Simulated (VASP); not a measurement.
# Nb (R-3m) in VASP: notebook

The runs below take Nb through single point, with PBEsol.

Program: VASP 6.6.1. These are calculated values, not measurements. Logs are shortened: lines on timing, memory, paths and dates and some standing lists are left out, and cuts for length are marked.

## 1. The cell of the first run

The structure is trigonal, space group R-3m (No. 166). Conventional cell: a = 2.374 Å, b = 2.374 Å, c = 11.630 Å, α = 90.00°, β = 90.00°, γ = 120.00°. Nb (site symmetry -3m) has 6 Nb at 2.37 Å within 3.1 Å.

## 2. Single point, PBEsol

INCAR reads:

```
  PREC = Accurate
  ENCUT = 520
  EDIFF = 1E-6
  ISMEAR = 0
  SIGMA = 0.15
  LREAL = False
  LASPH = True
  NELM = 100
  ALGO = Fast
  ISIF = 2
  LWAVE = False
  LCHARG = True
  GGA = PS
  LELF = True
  LVHAR = True
  NBANDS = 12
```

KPOINTS reads:

```
Automatic mesh
0
Gamma
  22 22 22
```

POSCAR reads:

```
Nb
1.0
    1.1191177416      2.7977943541      2.7977943541
    2.7977943541      1.1191177416      2.7977943541
    2.7977943541      2.7977943541      1.1191177416
Nb
1
Direct
    0.0000000000      0.0000000000      0.0000000000
```

Potentials or basis: VASP PAW PBE potentials, release 64 (Nb_sv).

On the command line:

```bash
> cat potpaw_PBE.64/Nb_sv/POTCAR > POTCAR
> mpirun -np 1 vasp_std > vasp.out
```

OUTCAR:

```text
PREC = Accurate
   ENCUT = 520
   EDIFF = 1E-6
   ISMEAR = 0
   LREAL = False
   LASPH = True
   NELM = 100
   ISIF = 2
   GGA = PS

 ion  position               nearest neighbor table
   1  0.000  0.000  0.000-

  LATTYP: Found a trigonal (rhomboedric) cell.
 ALAT       =     4.1119011437
 COS(alpha) =     0.8333333333

  Lattice vectors:

 A1 = (   1.1191177416,   2.7977943541,   2.7977943541)
 A2 = (   2.7977943541,   1.1191177416,   2.7977943541)
 A3 = (   2.7977943541,   2.7977943541,   1.1191177416)

Analysis of symmetry for initial positions (statically):
=====================================================================
 Subroutine PRICEL returns:
 Original cell was already a primitive cell.

 Routine SETGRP: Setting up the symmetry group for a
 trigonal (rhombohedral) supercell.

 Subroutine GETGRP returns: Found 12 space group operations
 (whereof 12 operations were pure point group operations)
 out of a pool of 12 trial point group operations.

The static configuration has the point symmetry D_3d.

Analysis of symmetry for dynamics (positions and initial velocities):
=====================================================================
 Subroutine PRICEL returns:
 Original cell was already a primitive cell.

 Routine SETGRP: Setting up the symmetry group for a
 trigonal (rhombohedral) supercell.

 Subroutine GETGRP returns: Found 12 space group operations
 (whereof 12 operations were pure point group operations)
 out of a pool of 12 trial point group operations.

The dynamic configuration has the point symmetry D_3d.

 Subroutine INISYM returns: Found 12 space group operations
 (whereof 12 operations are pure point group operations),
 and found     1 'primitive' translations

----------------------------------------------------------------------------------------

                                     Primitive cell

  volume of cell :      18.9217

  direct lattice vectors                    reciprocal lattice vectors
     1.119117742  2.797794354  2.797794354    -0.347495955  0.248211397  0.248211397
     2.797794354  1.119117742  2.797794354     0.248211397 -0.347495955  0.248211397
     2.797794354  2.797794354  1.119117742     0.248211397  0.248211397 -0.347495955

  length of vectors
     4.111901144  4.111901144  4.111901144     0.493934443  0.493934443  0.493934443

  position of ions in fractional coordinates (direct lattice)
     0.000000000  0.000000000  0.000000000

  ion indices of the primitive-cell ions
   primitive index   ion index
                 1           1

----------------------------------------------------------------------------------------

 KPOINTS: Automatic mesh

Automatic generation of k-mesh.
 Grid dimensions read from file:
 generate k-points for:   22   22   22

 Generating k-lattice:

  Cartesian coordinates                     Fractional coordinates (reciprocal lattice)
    -0.015795271  0.011282336  0.011282336     0.045454545  0.000000000  0.000000000
     0.011282336 -0.015795271  0.011282336     0.000000000  0.045454545  0.000000000
     0.011282336  0.011282336 -0.015795271     0.000000000  0.000000000  0.045454545

  Length of vectors
     0.022451566  0.022451566  0.022451566

  Shift w.r.t. Gamma in fractional coordinates (k-lattice)
     0.000000000  0.000000000  0.000000000

 Subroutine IBZKPT returns following result:
 ===========================================

 Found   1024 irreducible k-points:

 Following reciprocal coordinates:
            Coordinates               Weight
  0.000000  0.000000  0.000000      1.000000
  0.045455  0.000000  0.000000      6.000000
  0.090909  0.000000  0.000000      6.000000
  0.136364 -0.000000 -0.000000      6.000000
  0.181818  0.000000  0.000000      6.000000
  0.227273  0.000000  0.000000      6.000000
[... 16 lines left out ...]
  0.500000  0.045455 -0.000000     12.000000
 -0.454545  0.045455 -0.000000     12.000000
 [... further k-points ...]
   k-points           NKPTS =   1024   k-points in BZ     NKDIM =   1024   number of bands    NBANDS=     12
   number of dos      NEDOS =    301   number of ions     NIONS =      1
   total plane-waves  NPLWV =  32768
   dimension x,y,z NGX =    32 NGY =   32 NGZ =   32
   dimension x,y,z NGXF=    64 NGYF=   64 NGZF=   64
   ions per type =               1
   NGX,Y,Z   is equivalent  to a cutoff of  12.94, 12.94, 12.94 a.u.
   NGXF,Y,Z  is equivalent  to a cutoff of  25.88, 25.88, 25.88 a.u.
 SYSTEM =  unknown system
   PREC   = accura    normal or accurate (medium, high low for compatibility)
   ISTART =      0    job   : 0-new  1-cont  2-samecut
   ICHARG =      2    charge: 1-file 2-atom 10-const
   ISPIN  =      1    spin polarized calculation?
   LNONCOLLINEAR =      F non collinear calculations
   LSORBIT =      F    spin-orbit coupling
   LASPH  =      T    aspherical Exc in radial PAW
   ENCUT  =  520.0 eV  38.22 Ry    6.18 a.u.   7.65  7.65  7.65*2*pi/ulx,y,z
   NELM   =    100;   NELMIN=  2; NELMDL= -5     # of ELM steps
   EDIFF  = 0.1E-05   stopping-criterion for ELM
   LREAL  =      F    real-space projection
[... 7 lines left out ...]
   TEBEG  =    0.0;   TEEND  =   0.0 temperature during run
   PSTRESS=    0.0 pullay stress
   NELECT =      13.0000    total number of electrons
   NUPDOWN=      -1.0000    fix difference up-down
   EMIN   =  10.00;   EMAX   =-10.00  energy-range for DOS
   EFERMI =   0.00;   METHOD = LEGACY
   ISMEAR =     0;   SIGMA  =   0.15  broadening in eV -4-tet -1-fermi 0-gaus
   EFERMI_NEDOS =   21; number of points for ismear=-14 and -15
   IALGO  =     68    algorithm
   IMIX   =      4    mixing-type and parameters
     AMIX     =   0.40;   BMIX     =  1.00
     AMIX_MAG =   1.60;   BMIX_MAG =  1.00
  volume/ion in A,a.u.               =      18.92       127.69
  Fermi-wavevector in a.u.,A,eV,Ry     =   1.444560  2.729823 28.392005  2.086754
  Thomas-Fermi vector in A             =   2.562841
   LORBIT       =      0    0 simple, 1 ext, 2 COOP (PROOUT), +10 PAW based schemes
   GGA     = PS    functional components
   LHFCALC =     F    Hartree Fock is set to
   AEXX    =    0.0000 exact exchange contribution
   IVDW    =     0    specifies the selected vdW correction
   LEPSILON=     F    determine dielectric tensor
   LRPA    =     F    only Hartree local field effects (RPA)
 non-spin polarized calculation
 RMM-DIIS sequential band-by-band and
 Gauss-broadening in eV      SIGMA  =   0.15
  energy-cutoff  :      520.00
  volume of cell :       18.92
 maximum number of plane-waves:       528
   NGX = 15   NGY = 15   NGZ = 15

 number of electron      13.0000000 magnetization

 Free energy of the ion-electron system (eV)
  ---------------------------------------------------
  ext. energy  EPLUGINS =         0.00000000
  ---------------------------------------------------
  free energy    TOTEN  =        -8.16196043 eV

  energy without entropy =       -8.15325246  energy(sigma->0) =       -8.15760644

 E-fermi :  10.7196     XC(G=0): -11.7877

 val. band max:       10.7035263619   @ k =   0.4091   0.0909   0.0000
 cond. band min:      10.7204398480   @ k =   0.4091   0.2727   0.0909
 fundamental gap:      0.0169134861
 Fermi energy:        10.7196185259

 k-point     1 :       0.0000    0.0000    0.0000
  band No.  band energies     occupation
      1     -44.8951      2.00000
      2     -20.7171      2.00000
      3     -17.6098      2.00000
      4     -17.6098      2.00000
      5       5.4362      2.00000
      6       6.6321      2.00000
      7      10.7857      0.53300
      8      10.7857      0.53300
      9      16.2829      0.00000
     10      17.0544      0.00000
     11      17.0544      0.00000
     12      25.0083      0.00000

 k-point     2 :       0.0455    0.0000    0.0000
  band No.  band energies     occupation
      1     -44.8693      2.00000
      2     -20.6965      2.00000
      3     -17.7456      2.00000
      4     -17.6393      2.00000
      5       5.5326      2.00000
      6       6.7861      2.00000
      7      10.6207      1.64914
      8      10.9280      0.04943
      9      15.2777      0.00000
     10      16.9924      0.00000
     11      18.0093      0.00000
     12      25.3905      0.00000

 k-point     3 :       0.0909    0.0000    0.0000
  band No.  band energies     occupation
      1     -44.7933      2.00000
      2     -20.6361      2.00000
      3     -18.1337      2.00000
      4     -17.7244      2.00000
      5       5.7964      2.00000
      6       7.2116      2.00000
      7      10.2270      2.00000
      8      11.3498      0.00000
      9      13.9659      0.00000
     10      16.8156      0.00000
     11      19.1563      0.00000
     12      26.2859      0.00000
[... 286 lines left out ...]
 k-point    23 :       0.5000    0.0455   -0.0000
  band No.  band energies     occupation
      1     -43.4463      2.00000
      2     -23.1843      2.00000
      3     -19.6098      2.00000
      4     -19.0067      2.00000
      5       4.8784      2.00000
      6       6.5848      2.00000
      7      12.3553      0.00000
      8      14.2852      0.00000
      9      15.5313      0.00000
     10      20.6204      0.00000
     11      22.6622      0.00000
     12      24.1242      0.00000

 k-point    24 :      -0.4545    0.0455   -0.0000
  band No.  band energies     occupation
      1     -43.4463      2.00000
      2     -23.1843      2.00000
      3     -19.6093      2.00000
      4     -19.0067      2.00000
      5       4.8782      2.00000
      6       6.5957      2.00000
      7      12.2469      0.00000
      8      14.2884      0.00000
      9      15.6213      0.00000
     10      20.6233      0.00000
     11      22.6001      0.00000
     12      24.3240      0.00000

 [... further k-points ...]

------------------------ aborting loop because EDIFF is reached ----------------------------------------

  FORCE on cell =-STRESS in cart. coord.  units (eV):
  Direction    XX          YY          ZZ          XY          YZ          ZX
  --------------------------------------------------------------------------------------
  -------------------------------------------------------------------------------------
  Total        6.3702378      6.3702378      6.3702378     -4.5123146     -4.5123146     -4.5123146
  in kB      539.3927653    539.3927653    539.3927653   -382.0751926   -382.0751926   -382.0751926
  external PRESSURE =     539.3927653 kB  Pullay stress =       0.0000000 kB

 VOLUME and BASIS-vectors are now :
 -----------------------------------------------------------------------------
  energy-cutoff  :      520.00
  volume of cell :       18.92
      direct lattice vectors                 reciprocal lattice vectors
     1.119117742  2.797794354  2.797794354    -0.347495955  0.248211397  0.248211397
     2.797794354  1.119117742  2.797794354     0.248211397 -0.347495955  0.248211397
     2.797794354  2.797794354  1.119117742     0.248211397  0.248211397 -0.347495955

 POSITION                                       TOTAL-FORCE (eV/Angst)
 -----------------------------------------------------------------------------------
      0.00000      0.00000      0.00000         0.000000     -0.000000      0.000000
 -----------------------------------------------------------------------------------
    total drift:                               -0.000000     -0.000000     -0.000000

  FREE ENERGIE OF THE ION-ELECTRON SYSTEM (eV)
  ---------------------------------------------------
  free  energy   TOTEN  =        -8.1619604253 eV

  energy  without entropy=       -8.1532524615  energy(sigma->0) =       -8.15760644
```

It took 4.2 min on 1 thread of Intel Xeon 6975P-C (Granite Rapids), shared host; peak memory 0.37 GiB.

What came out:

* Free energy: -8.1620 eV
* Pressure: 53.9 GPa

Caveat: the PAW data sets were made with another functional, which shifts forces and pressure a little.

(Part 1 of 3 ends here.)
